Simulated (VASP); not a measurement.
# Y2Si (Fd-3m) in VASP: notebook

Y2Si is run at these levels: PBE; tasks: single point, relaxation of cell and atoms.

Everything below comes from runs of VASP 6.6.1. Logs are shortened: lines on timing, memory, paths and dates and some standing lists are left out, and cuts for length are marked.

### 1 The cell of the first run

The structure is cubic, space group Fd-3m (No. 227). Conventional cell: a = 8.591 Å, b = 8.591 Å, c = 8.591 Å, α = 90.00°, β = 90.00°, γ = 90.00°. Within 4.0 Å of Y (site symmetry -3m) lie 6 Y at 3.04 Å and 6 Si at 3.56 Å. Within 4.7 Å of Si (site symmetry -43m) lie 12 Y at 3.56 Å and 4 Si at 3.72 Å.

### 2 Single point, PBE

Input file INCAR:

```
ALGO = Normal ; EDIFF = 1E-6
ENCUT = 520 ; GGA = PE
ISIF = 2 ; ISMEAR = 0
LASPH = T ; LCHARG = F
LREAL = F ; LWAVE = F
NBANDS = 35 ; NELM = 80
PREC = Accurate ; SIGMA = 0.1
```

Input file KPOINTS:

```
k-points
0
Gamma
  4 4 4
```

Input file POSCAR:

```
Y2Si
1.0
    0.0000000000      4.2952897509      4.2952897509
    4.2952897509      0.0000000000      4.2952897509
    4.2952897509      4.2952897509      0.0000000000
Y Si
4 2
Direct
    0.6250000000      0.6250000000      0.6250000000
    0.1250000000      0.6250000000      0.6250000000
    0.6250000000      0.6250000000      0.1250000000
    0.6250000000      0.1250000000      0.6250000000
    0.0000000000      0.0000000000      0.0000000000
    0.2500000000      0.2500000000      0.2500000000
```

Potentials or basis: VASP PAW PBE potentials, release 64 (Y_sv, Si).

Run with:

```console
> cat potpaw_PBE.64/Y_sv/POTCAR potpaw_PBE.64/Si/POTCAR > POTCAR
> mpirun -np 1 vasp_std > vasp.out
```

OUTCAR:

```text
EDIFF = 1E-6
   ENCUT = 520
   GGA = PE
   ISIF = 2
   ISMEAR = 0
   LASPH = T
   LREAL = F
   NELM = 80
   PREC = Accurate

 ion  position               nearest neighbor table
   1  0.625  0.625  0.625-   2 3.04   3 3.04   4 3.04   3 3.04   4 3.04   2 3.04   6 3.56   5 3.56
                             6 3.56   5 3.56   6 3.56   5 3.56
   2  0.125  0.625  0.625-   1 3.04   3 3.04   4 3.04   1 3.04   3 3.04   4 3.04   5 3.56   6 3.56
                             5 3.56   5 3.56   6 3.56   6 3.56
   3  0.625  0.625  0.125-   1 3.04   1 3.04   2 3.04   4 3.04   4 3.04   2 3.04   6 3.56   5 3.56
                             6 3.56   5 3.56   6 3.56   5 3.56
   4  0.625  0.125  0.625-   1 3.04   3 3.04   1 3.04   2 3.04   3 3.04   2 3.04   5 3.56   6 3.56
                             5 3.56   6 3.56   6 3.56   5 3.56
   5  0.000  0.000  0.000-   1 3.56   3 3.56   4 3.56   1 3.56   2 3.56   3 3.56   1 3.56   2 3.56
                             4 3.56   2 3.56   3 3.56   4 3.56
   6  0.250  0.250  0.250-   2 3.56   3 3.56   4 3.56   1 3.56   2 3.56   4 3.56   1 3.56   2 3.56
                             3 3.56   1 3.56   3 3.56   4 3.56

  LATTYP: Found a face centered cubic cell.
 ALAT       =     8.5905795018

  Lattice vectors:

 A1 = (   0.0000000000,   4.2952897509,   4.2952897509)
 A2 = (   4.2952897509,   0.0000000000,   4.2952897509)
 A3 = (   4.2952897509,   4.2952897509,   0.0000000000)

Analysis of symmetry for initial positions (statically):
=====================================================================
 Subroutine PRICEL returns:
 Original cell was already a primitive cell.

 Routine SETGRP: Setting up the symmetry group for a
 face centered cubic supercell.

 Subroutine GETGRP returns: Found 48 space group operations
 (whereof 24 operations were pure point group operations)
 out of a pool of 48 trial point group operations.

The static configuration has the point symmetry T_d .
 The point group associated with its full space group is O_h .

Analysis of symmetry for dynamics (positions and initial velocities):
=====================================================================
 Subroutine PRICEL returns:
 Original cell was already a primitive cell.

 Routine SETGRP: Setting up the symmetry group for a
 face centered cubic supercell.

 Subroutine GETGRP returns: Found 48 space group operations
 (whereof 24 operations were pure point group operations)
 out of a pool of 48 trial point group operations.

[... 94 lines left out ...]
   EDIFFG = 0.1E-04   stopping-criterion for IOM
   NSW    =      0    number of steps for IOM
   IBRION =     -1    ionic relax: 0-MD 1-quasi-New 2-CG
   NFREE  =      0    steps in history (QN), initial steepest desc. (CG)
   ISIF   =      2    stress and relaxation
   ISYM   =      2    0-nonsym 1-usesym 2-fastsym
   POTIM  = 0.5000    time-step for ionic-motion
   TEBEG  =    0.0;   TEEND  =   0.0 temperature during run
   PSTRESS=    0.0 pullay stress
   NELECT =      52.0000    total number of electrons
   NUPDOWN=      -1.0000    fix difference up-down
   EMIN   =  10.00;   EMAX   =-10.00  energy-range for DOS
   EFERMI =   0.00;   METHOD = LEGACY
   ISMEAR =     0;   SIGMA  =   0.10  broadening in eV -4-tet -1-fermi 0-gaus
   EFERMI_NEDOS =   21; number of points for ismear=-14 and -15
   IALGO  =     38    algorithm
   IMIX   =      4    mixing-type and parameters
     AMIX     =   0.40;   BMIX     =  1.00
     AMIX_MAG =   1.60;   BMIX_MAG =  1.00
  volume/ion in A,a.u.               =      26.42       178.26
  Fermi-wavevector in a.u.,A,eV,Ry     =   1.129120  2.133728 17.346234  1.274912
  Thomas-Fermi vector in A             =   2.265813
   LORBIT       =      0    0 simple, 1 ext, 2 COOP (PROOUT), +10 PAW based schemes
   GGA     = PE    functional components
   LHFCALC =     F    Hartree Fock is set to
   AEXX    =    0.0000 exact exchange contribution
   IVDW    =     0    specifies the selected vdW correction
   LEPSILON=     F    determine dielectric tensor
   LRPA    =     F    only Hartree local field effects (RPA)
 non-spin polarized calculation
 Gauss-broadening in eV      SIGMA  =   0.10
  energy-cutoff  :      520.00
  volume of cell :      158.49
 maximum number of plane-waves:      4314
 NGX is ok and might be reduce to    48
   NGX = 23   NGY = 23   NGZ = 23

 number of electron      51.9999997 magnetization

 Free energy of the ion-electron system (eV)
  ---------------------------------------------------
  ext. energy  EPLUGINS =         0.00000000
  ---------------------------------------------------
  free energy    TOTEN  =       -33.55356507 eV

  energy without entropy =      -33.53000488  energy(sigma->0) =      -33.54178497

 E-fermi :   3.9651     XC(G=0):  -9.7798

 val. band max:        3.9458549832   @ k =   0.2500   0.0000   0.0000
 cond. band min:       4.1100043606   @ k =   0.5000   0.2500   0.0000
 fundamental gap:      0.1641493774
 Fermi energy:         3.9650914871

 k-point     1 :       0.0000    0.0000    0.0000
  band No.  band energies     occupation
      1     -38.7294      2.00000
      2     -38.4320      2.00000
      3     -38.4320      2.00000
      4     -38.4320      2.00000
      5     -19.9609      2.00000
      6     -19.0925      2.00000
[... 293 lines left out ...]
     34       6.0680      0.00000
     35       6.6092      0.00000

------------------------ aborting loop because EDIFF is reached ----------------------------------------

  FORCE on cell =-STRESS in cart. coord.  units (eV):
  Direction    XX          YY          ZZ          XY          YZ          ZX
  --------------------------------------------------------------------------------------
  -------------------------------------------------------------------------------------
  Total       -0.2587365     -0.2587365     -0.2587365      0.0000000      0.0000000      0.0000000
  in kB       -2.6155375     -2.6155375     -2.6155375      0.0000000      0.0000000      0.0000000
  external PRESSURE =      -2.6155375 kB  Pullay stress =       0.0000000 kB

 VOLUME and BASIS-vectors are now :
 -----------------------------------------------------------------------------
  energy-cutoff  :      520.00
  volume of cell :      158.49
      direct lattice vectors                 reciprocal lattice vectors
     0.000000000  4.295289751  4.295289751    -0.116406582  0.116406582  0.116406582
     4.295289751  0.000000000  4.295289751     0.116406582 -0.116406582  0.116406582
     4.295289751  4.295289751  0.000000000     0.116406582  0.116406582 -0.116406582

 POSITION                                       TOTAL-FORCE (eV/Angst)
 -----------------------------------------------------------------------------------
      5.36911      5.36911      5.36911        -0.000000      0.000000      0.000000
      5.36911      3.22147      3.22147        -0.000000      0.000000      0.000000
      3.22147      3.22147      5.36911        -0.000000      0.000000      0.000000
      3.22147      5.36911      3.22147        -0.000000      0.000000      0.000000
      0.00000      0.00000      0.00000        -0.000000     -0.000000     -0.000000
      2.14764      2.14764      2.14764         0.000000      0.000000      0.000000
 -----------------------------------------------------------------------------------
    total drift:                                0.000000     -0.000000     -0.000000

  FREE ENERGIE OF THE ION-ELECTRON SYSTEM (eV)
  ---------------------------------------------------
  free  energy   TOTEN  =       -33.5535650667 eV

  energy  without entropy=      -33.5300048769  energy(sigma->0) =      -33.54178497
```

stdout:

```text
POSCAR found type information on POSCAR Y Si
 POSCAR found :  2 types and       6 ions
 scaLAPACK will be used
 LDA part: xc-table for (Slater+PW92), standard interpolation
 POSCAR, INCAR and KPOINTS ok, starting setup
 FFT: planning ... GRIDC
 FFT: planning ... GRID_SOFT
 FFT: planning ... GRID
 WAVECAR not read
 entering main loop
```

It took 70 s on 1 thread of Intel Xeon Platinum 8259CL at 2.50GHz (Skylake/Cascade Lake), shared host; peak memory 0.34 GiB.

Results:

| Item | Value |
| --- | --- |
| Free energy | -33.5536 eV |
| Pressure | -0.3 GPa |
| Band gap on the k mesh | zero (bands 26 and 27 overlap by 0.25 eV) |

### 3 Single point, PBE

This run uses another cell than the first one, of 26.21 Å³/atom.

Input file INCAR:

```
ALGO = Fast ; EDIFF = 1E-7
ENCUT = 520 ; GGA = PE
ISIF = 2 ; ISMEAR = 0
LASPH = True ; LCHARG = False
LREAL = False ; LWAVE = False
NBANDS = 35 ; NELM = 100
PREC = Accurate ; SIGMA = 0.1
```

Input file KPOINTS:

```
k-points
0
Gamma
  8 8 8
```

Input file POSCAR:

```
Y2Si
1.0
    0.0000000000      4.2839397421      4.2839397421
    4.2839397421      0.0000000000      4.2839397421
    4.2839397421      4.2839397421      0.0000000000
Y Si
4 2
Direct
    0.1250000000      0.1250000000      0.1250000000
    0.6250000000      0.1250000000      0.1250000000
    0.1250000000      0.1250000000      0.6250000000
    0.1250000000      0.6250000000      0.1250000000
    0.5000000000      0.5000000000      0.5000000000
    0.7500000000      0.7500000000      0.7500000000
```

Potentials or basis: VASP PAW PBE potentials, release 64 (Y_sv, Si).

Run with:

```console
> cat potpaw_PBE.64/Y_sv/POTCAR potpaw_PBE.64/Si/POTCAR > POTCAR
> mpirun -np 1 vasp_std > vasp.out
```

Run time: 8 min. Hardware: 1 thread of Intel Xeon Platinum 8259CL at 2.50GHz (Skylake/Cascade Lake), shared host; peak memory 0.41 GiB.

Results (log left out):

* Free energy: -33.5199 eV
* Pressure: -0.1 GPa
* Band gap on the k mesh: zero (bands 26 and 27 overlap by 0.51 eV)

Levels at points of the mesh, in eV from the Fermi level:
```csv
k point,band 24,band 25,band 26,band 27,band 28,band 29
"(0.00, 0.00, 0.00)",-1.30,-1.30,-0.16,-0.16,-0.16,0.19
"(0.50, 0.00, 0.00)",-1.20,-0.21,-0.21,0.27,0.77,1.32
"(0.50, 0.50, 0.00)",-0.87,-0.63,-0.63,0.66,0.66,1.52
```

### 4 Relaxation of cell and atoms, PBE

This run uses another cell than the first one, of 22.97 Å³/atom.

Input file INCAR:

```
PREC = Accurate
ENCUT = 600
EDIFF = 1E-6
ISMEAR = 0
SIGMA = 0.1
LREAL = F
LASPH = T
NELM = 100
ALGO = Normal
ISIF = 3
LWAVE = F
LCHARG = F
GGA = PE
IBRION = 2
NSW = 90
EDIFFG = -0.04
```

Input file KPOINTS:

```
regular mesh
0
Gamma
  4 4 4
```

Input file POSCAR:

```
Y2Si
1.0
    0.0000000000      4.0998718748      4.0998718748
    4.0998718748      0.0000000000      4.0998718748
    4.0998718748      4.0998718748      0.0000000000
Y Si
4 2
Direct
    0.6250000000      0.6250000000      0.6250000000
    0.1250000000      0.6250000000      0.6250000000
    0.6250000000      0.6250000000      0.1250000000
    0.6250000000      0.1250000000      0.6250000000
    0.0000000000      0.0000000000      0.0000000000
    0.2500000000      0.2500000000      0.2500000000
```

Run with:

```console
> cat potpaw_PBE.64/Y_sv/POTCAR potpaw_PBE.64/Si/POTCAR > POTCAR
> mpirun -np 1 vasp_std > vasp.out
```

Wall time 4.2 min (1 thread of Intel Xeon Platinum 8259CL at 2.50GHz (Skylake/Cascade Lake), shared host); peak memory 0.36 GiB.

The run converged. Its results:

```yaml
Free_energy: -33.5535 eV
Relaxed_volume: 26.24 Å³/atom
Relaxed_cell: a = 6.061 Å, b = 6.061 Å, c = 6.061 Å, α = 60.00°, β = 60.00°, γ = 60.00°
Space_group_after_relaxing_to_0.1_Å: Fd-3m (No. 227)
Energy_gained_by_relaxing: 67.7 meV/atom
Ionic_steps: 3
Pressure_after_relaxing: 0.0 GPa
Band_gap_on_the_k_mesh: zero (bands 26 and 27 overlap by 0.25 eV)
```

Step by step:
```
step  energy change (eV)  largest force (eV/Å)  pressure (GPa)  volume (Å³)
   1              0.0000                0.0000            7.38       137.83
   2             -0.4010                0.0000           -0.64       160.03
   3             -0.4062                0.0000            0.01       157.43
```

Final structure:
```yaml
crystal:
  lattice:
    - [0.00000, 4.28571, 4.28571]
    - [4.28571, 0.00000, 4.28571]
    - [4.28571, 4.28571, 0.00000]
  atoms:
    - { symbol: Y, position: [0.62500, 0.62500, 0.62500] }
    - { symbol: Y, position: [0.12500, 0.62500, 0.62500] }
    - { symbol: Y, position: [0.62500, 0.62500, 0.12500] }
    - { symbol: Y, position: [0.62500, 0.12500, 0.62500] }
    - { symbol: Si, position: [0.00000, 0.00000, 0.00000] }
    - { symbol: Si, position: [0.25000, 0.25000, 0.25000] }
```

Levels at points of the mesh, in eV from the Fermi level:
| k point | band 23 | band 24 | band 25 | band 26 | band 27 | band 28 | band 29 | band 30 |
| --- | --- | --- | --- | --- | --- | --- | --- | --- |
| (0.00, 0.00, 0.00) | -1.22 | -1.22 | -1.22 | -0.06 | -0.06 | -0.06 | 0.27 | 0.27 |
| (0.50, 0.00, 0.00) | -1.11 | -1.11 | -0.13 | -0.13 | 0.34 | 0.84 | 1.40 | 1.42 |
| (0.50, 0.50, 0.00) | -0.77 | -0.77 | -0.55 | -0.55 | 0.73 | 0.73 | 1.60 | 1.60 |

[end of part 1 of 2]

The gap in the log of VASP goes by the Fermi energy; the results here count the filled bands.